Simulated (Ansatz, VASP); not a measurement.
**GaP: VASP beside Ansatz**

Contents of POSCAR:

```
GaP
1.0
    0.0000000000      2.7960671692      2.7960671692
    2.7960671692      0.0000000000      2.7960671692
    2.7960671692      2.7960671692      0.0000000000
Ga P
1 1
Direct
    0.0000000000      0.0000000000      0.0000000000
    0.2500000000      0.2500000000      0.2500000000
```

INCAR.step1

```
  PREC = Accurate
  ENCUT = 520
  ISMEAR = -1
  SIGMA = 0.1
  LREAL = F
  LASPH = T
  NELM = 60
  NBANDS = 16
  GGA = PE
  ALGO = Normal
  EDIFF = 1E-4
  LWAVE = T
  LCHARG = F
```

Contents of INCAR.step2:

```
  PREC = Accurate
  ENCUT = 520
  EDIFF = 1E-6
  ISMEAR = -1
  SIGMA = 0.1
  LREAL = F
  LASPH = T
  NELM = 60
  ALGO = Normal
  ISIF = 2
  LWAVE = F
  LCHARG = F
  METAGGA = R2SCAN
  LMIXTAU = T
  NBANDS = 16
  ISTART = 1
```

KPOINTS

```
regular mesh
0
Gamma
  6 6 6
```

Input for Ansatz:

```yaml
crystal:
  lattice:
    - [0.0, 2.796067169208401, 2.796067169208401]
    - [2.796067169208401, 0.0, 2.796067169208401]
    - [2.796067169208401, 2.796067169208401, 0.0]
  atoms:
    - { symbol: Ga, position: [0.0, 0.0, 0.0] }
    - { symbol: P, position: [0.25, 0.25, 0.25] }
basis:
  ecutwfc: 600.0
kpoints:
  mp_grid:
    grid: [6, 6, 6]
hamiltonian:
  xc: r2scan
scf:
  occupations:
    method: fermi_dirac
output:
  stress: true
```

Alike in both runs: task single point; functional r2SCAN; k mesh 6 × 6 × 6; no spin polarisation.

|  | VASP | Ansatz |
| --- | --- | --- |
| version | VASP 6.6.1 | Ansatz 0.2.0 |
| potentials or method | VASP PAW PBE potentials, release 64 (Ga_d, P), cutoff 520 eV | plane waves, PAW |
| occupations | fermi-dirac, width 0.1 eV | fermi-dirac |
| valence electrons in the cell | 18 | 18 |

```tsv
	VASP	Ansatz	Ansatz less VASP
pressure (GPa)	-5.7	-5.7	+0.01
```

VASP's potentials were made for PBE, not for r2SCAN.
